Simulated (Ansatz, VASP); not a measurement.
One calculation of AlN, two programs

```
Al N
1.0
     0.00000    2.29087    2.13755
     2.13755    0.00000    2.13755
     2.13755    2.29087    0.00000
Al N
1 1
Cartesian
  0.0289 0.0000 0.0000
  3.1507 3.4363 3.2063
```

Change from the starting cell: mode 4 frozen in at -0.057 Å, strain +e along z and -e/2 along x and y +0.0467.

Alike in both runs: task single point; functional PBEsol; k mesh 10 × 10 × 10; occupations gaussian, width 0.05 eV; no spin polarisation.

|  | VASP | Ansatz |
| --- | --- | --- |
| version | VASP 6.6.1 | Ansatz 0.2.0 |
| potentials or method | VASP PAW PBE potentials, release 64 (Al, N), cutoff 520 eV | scalar-relativistic, plane waves, PAW |
| valence electrons in the cell | 8 | 8 |

|  | VASP | Ansatz | Ansatz less VASP |
| --- | --- | --- | --- |
| gap on the k mesh at the Fermi level (eV) | 2.87 | 2.88 | +0.008 |
| least direct gap on the mesh (eV) | 3.83 | 3.81 | -0.016 |
| pressure (GPa) | 0.8 | 0.8 | -0.03 |
| traceless stress, the component that is largest in VASP (GPa) | -6.83 | -6.82 | +0.011 |
| rms of the force components (eV/Å) | 0.667 | 0.662 | -0.0050 |

VASP's potentials were made for PBE, not for PBEsol, and Ansatz warns of the same on its side. Atom by atom the forces differ by 0.005 eV/Å (rms over components).
